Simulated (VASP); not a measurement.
# Al (C2/m) in VASP: notebook

Runs on Al. Level: PBE+D3(BJ). Tasks: single point.

Program: VASP 6.6.1. These are calculated values, not measurements. Logs are shortened: lines on timing, memory, paths and dates and some standing lists are left out, and cuts for length are marked.

### 1 The cell of the first run

Symmetry: C2/m, No. 12, monoclinic system. The conventional cell has a = 3.986 Å, b = 3.982 Å, c = 2.717 Å, α = 90.00°, β = 131.64°, γ = 90.00°. Al (site symmetry 2/m) has 12 Al at 2.72 to 2.98 Å within 3.6 Å.

### 2 Single point, PBE+D3(BJ) (engineering shear strain xz -0.0933, normal strain along z +0.0233)

The input, INCAR:

```
SYSTEM = Al
ALGO     = Fast           ! electronic algorithm
EDIFF    = 1E-6           ! SCF threshold, eV
ENCUT    = 520            ! plane-wave cutoff, eV
GGA      = PE             ! functional
ISIF     = 2              ! what is computed and relaxed
ISMEAR   = 0              ! smearing method
IVDW     = 12             ! dispersion correction
LASPH    = .True.         ! aspherical terms in the spheres
LCHARG   = .False.        ! write CHGCAR
LREAL    = .False.        ! projectors in reciprocal space
LWAVE    = .False.        ! write WAVECAR
NBANDS   = 8              ! bands
NELM     = 100            ! most SCF steps
PREC     = Accurate       ! precision mode
SIGMA    = 0.15           ! smearing width, eV
```

The input, KPOINTS:

```
k-points
0
Gamma
  20 20 20
  0 0 0
```

The input, POSCAR:

```
Al
1.0
   -0.0928811800      1.9910220790      2.0374128934
    1.8981408990      0.0000000000      1.9445317135
    1.9910220790      1.9910220790     -0.0928811800
Al
1
Direct
    0.0000000000      0.0000000000      0.0000000000
```

Potentials or basis: VASP PAW PBE potentials, release 64 (Al).

Command:

```sh
$ cat potpaw_PBE.64/Al/POTCAR > POTCAR
$ mpirun -np 1 vasp_std > vasp.out
```

OUTCAR:

```text
SYSTEM = Al
   EDIFF = 1E-6
   ENCUT = 520
   GGA = PE
   ISIF = 2
   ISMEAR = 0
   IVDW = 12
   LASPH = .True.
   LREAL = .False.
   NELM = 100
   PREC = Accurate
 IVDW          = 12

 ion  position               nearest neighbor table
   1  0.000  0.000  0.000-

  LATTYP: Found a base centered monoclinic cell.
 ALAT       =     3.9863747103
 B/A-ratio  =     0.9989136615
 C/A-ratio  =     0.6816664418
 COS(beta)  =    -0.6644144118

  Lattice vectors:

 A1 = (  -1.9910220790,   1.9910220790,   0.0928811799)
 A2 = (  -1.9910220790,  -1.9910220790,   0.0928811800)
 A3 = (   1.8981408990,   0.0000000000,   1.9445317135)

Analysis of symmetry for initial positions (statically):
=====================================================================
 Subroutine PRICEL returns:
 Original cell was already a primitive cell.

 Routine SETGRP: Setting up the symmetry group for a
 base centered monoclinic supercell.

 Subroutine GETGRP returns: Found  4 space group operations
 (whereof  4 operations were pure point group operations)
 out of a pool of  4 trial point group operations.

The static configuration has the point symmetry C_2h.

Analysis of symmetry for dynamics (positions and initial velocities):
=====================================================================
 Subroutine PRICEL returns:
 Original cell was already a primitive cell.

 Routine SETGRP: Setting up the symmetry group for a
 base centered monoclinic supercell.

 Subroutine GETGRP returns: Found  4 space group operations
 (whereof  4 operations were pure point group operations)
 out of a pool of  4 trial point group operations.

The dynamic configuration has the point symmetry C_2h.

 Subroutine INISYM returns: Found  4 space group operations
 (whereof  4 operations are pure point group operations),
 and found     1 'primitive' translations

----------------------------------------------------------------------------------------

                                     Primitive cell

  volume of cell :      16.1189

  direct lattice vectors                    reciprocal lattice vectors
    -0.092881180  1.991022079  2.037412893    -0.240189763  0.251127301  0.234459541
     1.898140899  0.000000000  1.944531713     0.263135245 -0.251127301  0.257405023
     1.991022079  1.991022079 -0.092881180     0.240189763  0.251127301 -0.234459541

  length of vectors
     2.850236329  2.717377864  2.817261925     0.419198425  0.445603438  0.419198425

  position of ions in fractional coordinates (direct lattice)
     0.000000000  0.000000000  0.000000000

  ion indices of the primitive-cell ions
   primitive index   ion index
                 1           1

----------------------------------------------------------------------------------------

 KPOINTS: k-points

Automatic generation of k-mesh.
 Grid dimensions read from file:
 generate k-points for:   20   20   20

 Generating k-lattice:

  Cartesian coordinates                     Fractional coordinates (reciprocal lattice)
    -0.012009488  0.012556365  0.011722977     0.050000000  0.000000000  0.000000000
     0.013156762 -0.012556365  0.012870251     0.000000000  0.050000000 -0.000000000
     0.012009488  0.012556365 -0.011722977     0.000000000  0.000000000  0.050000000

  Length of vectors
     0.020959921  0.022280172  0.020959921

  Shift w.r.t. Gamma in fractional coordinates (k-lattice)
     0.000000000  0.000000000  0.000000000

 Subroutine IBZKPT returns following result:
 ===========================================

 Found   2112 irreducible k-points:

 Following reciprocal coordinates:
            Coordinates               Weight
  0.000000  0.000000  0.000000      1.000000
  0.050000  0.000000  0.000000      4.000000
  0.100000  0.000000  0.000000      4.000000
  0.150000 -0.000000  0.000000      4.000000
  0.200000  0.000000  0.000000      4.000000
  0.250000  0.000000 -0.000000      4.000000
[... 16 lines left out ...]
 -0.450000  0.050000 -0.000000      4.000000
 -0.400000  0.050000 -0.000000      4.000000
 [... further k-points ...]
   k-points           NKPTS =   2112   k-points in BZ     NKDIM =   2112   number of bands    NBANDS=      8
   number of dos      NEDOS =    301   number of ions     NIONS =      1
   total plane-waves  NPLWV =  11520
   dimension x,y,z NGX =    24 NGY =   20 NGZ =   24
   dimension x,y,z NGXF=    48 NGYF=   40 NGZF=   48
   ions per type =               1
   NGX,Y,Z   is equivalent  to a cutoff of  14.00, 12.24, 14.16 a.u.
   NGXF,Y,Z  is equivalent  to a cutoff of  28.00, 24.47, 28.32 a.u.
 SYSTEM =  Al
   PREC   = accura    normal or accurate (medium, high low for compatibility)
   ISTART =      0    job   : 0-new  1-cont  2-samecut
   ICHARG =      2    charge: 1-file 2-atom 10-const
   ISPIN  =      1    spin polarized calculation?
   LNONCOLLINEAR =      F non collinear calculations
   LSORBIT =      F    spin-orbit coupling
   LASPH  =      T    aspherical Exc in radial PAW
   ENCUT  =  520.0 eV  38.22 Ry    6.18 a.u.   5.30  5.05  5.24*2*pi/ulx,y,z
   NELM   =    100;   NELMIN=  2; NELMDL= -5     # of ELM steps
   EDIFF  = 0.1E-05   stopping-criterion for ELM
   LREAL  =      F    real-space projection
   EDIFFG = 0.1E-04   stopping-criterion for IOM
   NSW    =      0    number of steps for IOM
   IBRION =     -1    ionic relax: 0-MD 1-quasi-New 2-CG
   NFREE  =      0    steps in history (QN), initial steepest desc. (CG)
   ISIF   =      2    stress and relaxation
   ISYM   =      2    0-nonsym 1-usesym 2-fastsym
   POTIM  = 0.5000    time-step for ionic-motion
   TEBEG  =    0.0;   TEEND  =   0.0 temperature during run
   PSTRESS=    0.0 pullay stress
   NELECT =       3.0000    total number of electrons
   NUPDOWN=      -1.0000    fix difference up-down
   EMIN   =  10.00;   EMAX   =-10.00  energy-range for DOS
   EFERMI =   0.00;   METHOD = LEGACY
   ISMEAR =     0;   SIGMA  =   0.15  broadening in eV -4-tet -1-fermi 0-gaus
   EFERMI_NEDOS =   21; number of points for ismear=-14 and -15
   IALGO  =     68    algorithm
   IMIX   =      4    mixing-type and parameters
     AMIX     =   0.40;   BMIX     =  1.00
     AMIX_MAG =   1.60;   BMIX_MAG =  1.00
  volume/ion in A,a.u.               =      16.12       108.78
  Fermi-wavevector in a.u.,A,eV,Ry     =   0.934695  1.766317 11.886783  0.873654
  Thomas-Fermi vector in A             =   2.061526
   LORBIT       =      0    0 simple, 1 ext, 2 COOP (PROOUT), +10 PAW based schemes
   GGA     = PE    functional components
   LHFCALC =     F    Hartree Fock is set to
   AEXX    =    0.0000 exact exchange contribution
   IVDW    =    12    specifies the selected vdW correction
   LEPSILON=     F    determine dielectric tensor
   LRPA    =     F    only Hartree local field effects (RPA)
 non-spin polarized calculation
 RMM-DIIS sequential band-by-band and
 Gauss-broadening in eV      SIGMA  =   0.15
  energy-cutoff  :      520.00
  volume of cell :       16.12
 maximum number of plane-waves:       449
 NGX is ok and might be reduce to    24
   NGX = 11   NGY = 11   NGZ = 11

 number of electron       3.0000000 magnetization

 Free energy of the ion-electron system (eV)
  ---------------------------------------------------
  ext. energy  EPLUGINS =         0.00000000
  ---------------------------------------------------
  free energy    TOTEN  =        -3.72955694 eV

  energy without entropy =       -3.72512944  energy(sigma->0) =       -3.72734319

 E-fermi :   8.2551     XC(G=0): -10.2780

 val. band max:        8.2510202251   @ k =   0.2000  -0.4000   0.3500
 cond. band min:       8.2567532213   @ k =  -0.1500   0.5000   0.3000
 fundamental gap:      0.0057329962
 Fermi energy:         8.2550982535

 k-point     1 :       0.0000    0.0000    0.0000
  band No.  band energies     occupation
      1      -3.0555      2.00000
      2      19.5598      0.00000
      3      20.8589      0.00000
      4      21.1318      0.00000
      5      21.7890      0.00000
      6      22.5130      0.00000
      7      24.3526      0.00000
      8      25.8817      0.00000

 k-point     2 :       0.0500    0.0000    0.0000
  band No.  band energies     occupation
      1      -2.9905      2.00000
      2      18.4657      0.00000
      3      20.1856      0.00000
      4      21.7612      0.00000
      5      22.2914      0.00000
      6      22.7985      0.00000
      7      24.6557      0.00000
      8      26.0877      0.00000

 k-point     3 :       0.1000    0.0000    0.0000
  band No.  band energies     occupation
      1      -2.7957      2.00000
      2      16.5652      0.00000
      3      19.7682      0.00000
      4      21.8591      0.00000
      5      22.3430      0.00000
      6      23.8720      0.00000
      7      25.2540      0.00000
      8      26.4899      0.00000

 k-point     4 :       0.1500   -0.0000    0.0000
  band No.  band energies     occupation
      1      -2.4717      2.00000
      2      14.6148      0.00000
      3      19.4385      0.00000
      4      21.4403      0.00000
      5      22.8691      0.00000
      6      24.3326      0.00000
      7      25.2612      0.00000
      8      26.0730      0.00000

 k-point     5 :       0.2000    0.0000    0.0000
  band No.  band energies     occupation
      1      -2.0194      2.00000
      2      12.7156      0.00000
      3      19.2003      0.00000
      4      21.0894      0.00000
      5      23.1179      0.00000
      6      24.2311      0.00000
      7      24.8053      0.00000
      8      25.6071      0.00000

 k-point     6 :       0.2500    0.0000   -0.0000
  band No.  band energies     occupation
      1      -1.4400      2.00000
      2      10.8959      0.00000
      3      19.0605      0.00000
      4      20.8289      0.00000
      5      22.9660      0.00000
      6      23.6577      0.00000
      7      24.1071      0.00000
      8      26.2107      0.00000

 k-point     7 :       0.3000   -0.0000    0.0000
  band No.  band energies     occupation
      1      -0.7349      2.00000
      2       9.1686      0.00000
      3      19.0217      0.00000
      4      20.6670      0.00000
      5      22.3748      0.00000
      6      23.1658      0.00000
      7      23.6359      0.00000
      8      26.6401      0.00000
[... 133 lines left out ...]
 k-point    20 :       0.4000    0.0500    0.0000
  band No.  band energies     occupation
      1       0.7367      2.00000
      2       6.6349      2.00000
      3      18.3491      0.00000
      4      20.0569      0.00000
      5      20.6471      0.00000
      6      22.8101      0.00000
      7      24.6133      0.00000
      8      26.3915      0.00000

 k-point    21 :       0.4500    0.0500    0.0000
  band No.  band energies     occupation
      1       1.7619      2.00000
      2       5.1812      2.00000
      3      18.5627      0.00000
      4      19.5956      0.00000
      5      20.8022      0.00000
      6      22.2035      0.00000
      7      24.7468      0.00000
      8      25.7766      0.00000

 k-point    22 :       0.5000    0.0500    0.0000
  band No.  band energies     occupation
      1       2.9050      2.00000
      2       3.8382      2.00000
      3      18.7565      0.00000
      4      19.3674      0.00000
      5      21.0581      0.00000
      6      21.6944      0.00000
      7      24.9451      0.00000
      8      25.2998      0.00000

 k-point    23 :      -0.4500    0.0500   -0.0000
  band No.  band energies     occupation
      1       2.6076      2.00000
      2       4.1646      2.00000
      3      18.6946      0.00000
      4      19.6072      0.00000
      5      21.2212      0.00000
      6      21.4856      0.00000
      7      24.7651      0.00000
      8      25.4063      0.00000

 k-point    24 :      -0.4000    0.0500   -0.0000
  band No.  band energies     occupation
      1       1.4940      2.00000
      2       5.5363      2.00000
      3      18.5655      0.00000
      4      20.1208      0.00000
      5      20.9464      0.00000
      6      21.9279      0.00000
      7      24.4599      0.00000
      8      25.8315      0.00000

 [... further k-points ...]

------------------------ aborting loop because EDIFF is reached ----------------------------------------

 Edisp (eV)   -0.34475

 E8    (eV) :    -0.1543

  FORCE on cell =-STRESS in cart. coord.  units (eV):
  Direction    XX          YY          ZZ          XY          YZ          ZX
  --------------------------------------------------------------------------------------
  -------------------------------------------------------------------------------------
  Total       0.00278    -0.14918    -0.15041     0.00000     0.00000     0.36489
  in kB       0.27664   -14.82775   -14.95062     0.00000     0.00000    36.26905
  external pressure =       -9.83 kB  Pullay stress =        0.00 kB

 VOLUME and BASIS-vectors are now :
 -----------------------------------------------------------------------------
  energy-cutoff  :      520.00
  volume of cell :       16.12
      direct lattice vectors                 reciprocal lattice vectors
    -0.092881180  1.991022079  2.037412893    -0.240189763  0.251127301  0.234459541
     1.898140899  0.000000000  1.944531713     0.263135245 -0.251127301  0.257405023
     1.991022079  1.991022079 -0.092881180     0.240189763  0.251127301 -0.234459541

 POSITION                                       TOTAL-FORCE (eV/Angst)
 -----------------------------------------------------------------------------------
      0.00000      0.00000      0.00000         0.000000      0.000000     -0.000000
 -----------------------------------------------------------------------------------
    total drift:                               -0.000000      0.000000      0.000000

  FREE ENERGIE OF THE ION-ELECTRON SYSTEM (eV)
  ---------------------------------------------------
  free  energy   TOTEN  =        -4.0743073484 eV

  energy  without entropy=       -4.0698798553  energy(sigma->0) =       -4.07209360
```

Wall time 88 s (1 thread of Intel Xeon Platinum 8488C (Sapphire Rapids), shared host); peak memory 0.34 GiB.

Results:

| Item | Value |
| --- | --- |
| Free energy | -4.0743 eV |
| Pressure | -1.0 GPa |
| Dispersion energy per atom | -0.345 eV |

Caveat: the cell differs from its parent crystal (engineering shear strain xz -0.0933, normal strain along z +0.0233); pairwise dispersion overbinds metals, which lowers pressure and volume.

### 3 Single point, PBE+D3(BJ) (engineering shear strain xz -0.1400, normal strain along z +0.0467)

The input, INCAR:

```
  ALGO = Fast
  EDIFF = 1E-6
  ENCUT = 520
  GGA = PE
  ISIF = 2
  ISMEAR = 0
  IVDW = 12
  LASPH = T
  LCHARG = F
  LREAL = F
  LWAVE = F
  NBANDS = 8
  NELM = 60
  PREC = Accurate
  SIGMA = 0.15
```

The input, KPOINTS:

```
k-points
0
Gamma
  20 20 20
```

The input, POSCAR:

```
Al
1.0
   -0.1393715455      1.9910220790      2.0840028101
    1.8516505335      0.0000000000      1.9446312646
    1.9910220790      1.9910220790     -0.1393715455
Al
1
Direct
    0.0000000000      0.0000000000      0.0000000000
```

Potentials or basis: VASP PAW PBE potentials, release 64 (Al).

Command:

```sh
$ cat potpaw_PBE.64/Al/POTCAR > POTCAR
$ mpirun -np 1 vasp_std > vasp.out
```

OUTCAR:

```text
EDIFF = 1E-6
   ENCUT = 520
   GGA = PE
   ISIF = 2
   ISMEAR = 0
   IVDW = 12
   LASPH = T
   LREAL = F
   NELM = 60
   PREC = Accurate
 IVDW          = 12

 ion  position               nearest neighbor table
   1  0.000  0.000  0.000-

  LATTYP: Found a base centered monoclinic cell.
 ALAT       =     3.9917882443
 B/A-ratio  =     0.9975589671
 C/A-ratio  =     0.6726763742
 COS(beta)  =    -0.6373269732

  Lattice vectors:

 A1 = (  -1.9910220790,   1.9910220790,   0.1393715455)
 A2 = (  -1.9910220790,  -1.9910220790,   0.1393715455)
 A3 = (   1.8516505335,   0.0000000000,   1.9446312646)

Analysis of symmetry for initial positions (statically):
=====================================================================
 Subroutine PRICEL returns:
 Original cell was already a primitive cell.

 Routine SETGRP: Setting up the symmetry group for a
 base centered monoclinic supercell.

 Subroutine GETGRP returns: Found  4 space group operations
 (whereof  4 operations were pure point group operations)
 out of a pool of  4 trial point group operations.

The static configuration has the point symmetry C_2h.

[... 164 lines left out ...]
 fundamental gap:      0.0012349152
 Fermi energy:         8.0168143112

 k-point     1 :       0.0000    0.0000    0.0000
  band No.  band energies     occupation
      1      -3.1330      2.00000
      2      18.6254      0.00000
      3      20.0406      0.00000
      4      20.3702      0.00000
      5      20.7307      0.00000
      6      22.9346      0.00000
      7      24.6440      0.00000
      8      26.2750      0.00000
[... 243 lines left out ...]
 k-point    24 :      -0.4000    0.0500    0.0000
  band No.  band energies     occupation
      1       1.2688      2.00000
      2       5.0891      2.00000
      3      18.3766      0.00000
      4      20.0404      0.00000
      5      20.7742      0.00000
      6      22.1293      0.00000
      7      24.5301      0.00000
      8      25.6310      0.00000

 [... further k-points ...]

------------------------ aborting loop because EDIFF is reached ----------------------------------------

 Edisp (eV)   -0.33783

 E8    (eV) :    -0.1512

  FORCE on cell =-STRESS in cart. coord.  units (eV):
  Direction    XX          YY          ZZ          XY          YZ          ZX
  --------------------------------------------------------------------------------------
  -------------------------------------------------------------------------------------
  Total      -0.01360    -0.25259    -0.24669     0.00000     0.00000     0.49156
  in kB      -1.32486   -24.60875   -24.03331     0.00000     0.00000    47.88992
  external pressure =      -16.66 kB  Pullay stress =        0.00 kB

 VOLUME and BASIS-vectors are now :
 -----------------------------------------------------------------------------
  energy-cutoff  :      520.00
  volume of cell :       16.45
      direct lattice vectors                 reciprocal lattice vectors
    -0.139371545  1.991022079  2.084002810    -0.235434857  0.251127301  0.224177759
     1.851650533  0.000000000  1.944631265     0.269182047 -0.251127301  0.257924949
     1.991022079  1.991022079 -0.139371545     0.235434857  0.251127301 -0.224177759

 POSITION                                       TOTAL-FORCE (eV/Angst)
 -----------------------------------------------------------------------------------
      0.00000      0.00000      0.00000        -0.000000      0.000000      0.000000
 -----------------------------------------------------------------------------------
    total drift:                                0.000000     -0.000000     -0.000000

  FREE ENERGIE OF THE ION-ELECTRON SYSTEM (eV)
  ---------------------------------------------------
  free  energy   TOTEN  =        -4.0500611380 eV

  energy  without entropy=       -4.0453423804  energy(sigma->0) =       -4.04770176
```

Wall time 80 s (1 thread of Intel Xeon Platinum 8488C (Sapphire Rapids), shared host); peak memory 0.35 GiB.

What came out:

| Item | Value |
| --- | --- |
| Free energy | -4.0501 eV |
| Pressure | -1.7 GPa |
| Dispersion energy per atom | -0.338 eV |

Stress tensor (GPa, compression positive):
```
-0.13  0.00  4.79
 0.00 -2.46  0.00
 4.79  0.00 -2.40
```

Caveat: the cell differs from its parent crystal (engineering shear strain xz -0.1400, normal strain along z +0.0467); pairwise dispersion overbinds metals, which lowers pressure and volume.

[end of part 1 of 2]
